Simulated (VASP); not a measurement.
Here is a VASP 6.6.1 calculation.

Contents of INCAR:

```
SYSTEM = Ge
PREC = Accurate
ENCUT = 520
EDIFF = 1E-6
ISMEAR = 0
SIGMA = 0.15
LREAL = .FALSE.
LASPH = .TRUE.
NELM = 60
ALGO = Fast
ISIF = 2
LWAVE = .FALSE.
LCHARG = .FALSE.
GGA = CA
NBANDS = 66
```

File KPOINTS:

```
Automatic mesh
0
G
  9 9 9
  0 0 0
```

File POSCAR:

```
Ge
1.0
    4.8313000000      2.7893523555      2.0290000000
   -4.8313000000      2.7893523555      2.0290000000
    0.0000000000     -5.5787047111      2.0290000000
Ge
8
Direct
    0.7160372198      0.7160372198      0.7160372198
    0.2839627802      0.2839627802      0.2839627802
    0.0289443365      0.7253625346      0.5322921793
    0.5322921793      0.0289443365      0.7253625346
    0.7253625346      0.5322921793      0.0289443365
    0.9710556635      0.2746374654      0.4677078207
    0.4677078207      0.9710556635      0.2746374654
    0.2746374654      0.4677078207      0.9710556635
```

Potentials or basis: VASP PAW LDA potentials, release 64 (Ge_d).

Command:

```console
$ cat potpaw_LDA.64/Ge_d/POTCAR > POTCAR
$ mpirun -np 1 vasp_std > vasp.out
```

Question: Predict the pressure.

Answer: -1.5 GPa.

Question: What does it give for the largest force?

Answer: 0.506 eV/Å.

Stress tensor (GPa, compression positive):
```
 0.96  0.00  0.00
 0.00  0.96  0.00
 0.00  0.00 -6.55
```
